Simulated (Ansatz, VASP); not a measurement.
**ZnS in VASP and in Ansatz**

```xyz
4
Lattice="3.8455 0.0000 0.0000 -1.9227 3.3303 0.0000 0.0000 0.0000 6.2423" Properties=species:S:1:pos:R:3 pbc="T T T"
Zn    0.0000    2.2202    0.0326
Zn    1.9227    1.1101    3.1537
S     0.0000    2.2202    2.3707
S     1.9227    1.1101    5.4918
```

Change from the starting cell: strain -0.0100 x Voigt [0, 0, 1, 0, 0, 0], atoms carried along.

Alike in both runs: task single point; functional PBE; k mesh 12 × 12 × 4; occupations gaussian, width 0.05 eV; no spin polarisation.

|  | VASP | Ansatz |
| --- | --- | --- |
| version | VASP 6.6.1 | Ansatz 0.2.0 |
| potentials or method | VASP PAW PBE potentials, release 64 (Zn, S), cutoff 520 eV | scalar-relativistic, plane waves, PAW |
| valence electrons in the cell | 36 | 36 |

```csv
,VASP,Ansatz,Ansatz less VASP
gap on the k mesh at the Fermi level (eV),2.15,2.14,-0.004
least direct gap on the mesh (eV),2.15,2.14,-0.004
pressure (GPa),0.9,0.7,-0.15
"traceless stress, the component that is largest in VASP (GPa)",0.94,0.93,-0.005
rms of the force components (eV/Å),0.035,0.035,-0.0003
```

Atom by atom the forces differ by 0.000 eV/Å (rms over components).
